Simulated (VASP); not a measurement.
Set up this calculation in VASP 6.6.1, as the native input.

```
Task                   : electric field gradients
Functional             : PBE
Potentials or basis    : VASP PAW PBE potentials, release 64 (Si, O)
Cutoff                 : 520 eV
k mesh                 : 6 × 6 × 6
Occupations            : methfessel-paxton, width 0.05 eV
Spin                   : no spin polarisation
Dipole correction      : no
Further INCAR settings : ALGO = Normal; EDIFF = 1e-08; NBANDS = 25
```

The structure of SiO2 lies in POSCAR:

```
SiO2
1.0
   -2.3740500000      2.3740500000      3.7440000000
    2.3740500000     -2.3740500000      3.7440000000
    2.3740500000      2.3740500000     -3.7440000000
Si O
2 4
Direct
    0.0000000000      0.0000000000      0.0000000000
    0.7500000000      0.2500000000      0.5000000000
    1.0014241066      0.6250000000      0.8764241066
    0.3750000000      0.2514241066      0.3764241066
    0.7485758934      0.1250000000      0.1235758934
    0.8750000000     -0.0014241066      0.6235758934
```

These files were run (other wordings do the same):

INCAR

```
SYSTEM = SiO2
PREC = Accurate
ENCUT = 520
EDIFF = 1E-8
ISMEAR = 1
SIGMA = 0.05
LREAL = .FALSE.
LASPH = .TRUE.
NELM = 80
ALGO = Normal
ISIF = 2
LWAVE = .FALSE.
LCHARG = .FALSE.
GGA = PE
LEFG = .TRUE.
NBANDS = 25
```

KPOINTS

```
Automatic mesh
0
G
  6 6 6
  0 0 0
```

Potentials or basis: VASP PAW PBE potentials, release 64 (Si, O).

Launch:

```sh
$ cat potpaw_PBE.64/Si/POTCAR potpaw_PBE.64/O/POTCAR > POTCAR
$ mpirun -np 1 vasp_std > vasp.out
```

It gave:

- Pressure: 2.3 GPa
- Band gap on the k mesh: 6.01 eV, direct

Caveat: without QUAD_EFG the Cq values of the log hold for a quadrupole moment of 1 mb, not for the nuclei.

It took 92 s on 1 thread of AMD EPYC 7R43 64-Core Processor (Zen 3) (shared host), peak memory 0.2 GiB.
